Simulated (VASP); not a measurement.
A run of VASP 6.6.1 is set up as follows.

The input INCAR:

```
PREC = Accurate
ENCUT = 520
EDIFF = 1E-6
ISMEAR = -1
SIGMA = 0.15
LREAL = False
LASPH = True
NELM = 100
ALGO = Fast
ISIF = 2
LWAVE = False
LCHARG = True
LELF = True
LVHAR = True
NBANDS = 50
```

The input KPOINTS:

```
regular mesh
0
Gamma
  6 6 8
```

The input POSCAR:

```
Ti3Si
1.0
    5.5544251255      0.0000000000      0.0000000000
   -2.7772125627      4.8102732621      0.0000000000
    0.0000000000      0.0000000000      4.4786133038
Ti Si
6 2
Direct
    0.3427695474      0.1713847737      0.7500000000
    0.8286152263      0.1713847737      0.7500000000
    0.8286152263      0.6572304526      0.7500000000
    0.6572304526      0.8286152263      0.2500000000
    0.1713847737      0.8286152263      0.2500000000
    0.1713847737      0.3427695474      0.2500000000
    0.3333333333      0.6666666667      0.7500000000
    0.6666666667      0.3333333333      0.2500000000
```

Potentials or basis: VASP PAW LDA potentials, release 64 (Ti_sv, Si).

The run is started by

```bash
$ cat potpaw_LDA.64/Ti_sv/POTCAR potpaw_LDA.64/Si/POTCAR > POTCAR
$ mpirun -np 1 vasp_std > vasp.out
```

(1) Estimate the band gap on the k mesh.

(2) What does it give for the largest force?

(3) What does it give for the pressure?

Results:

(1) zero (bands 40 and 41 overlap by 0.36 eV).

(2) 0.009 eV/Å.

(3) -2.8 GPa.
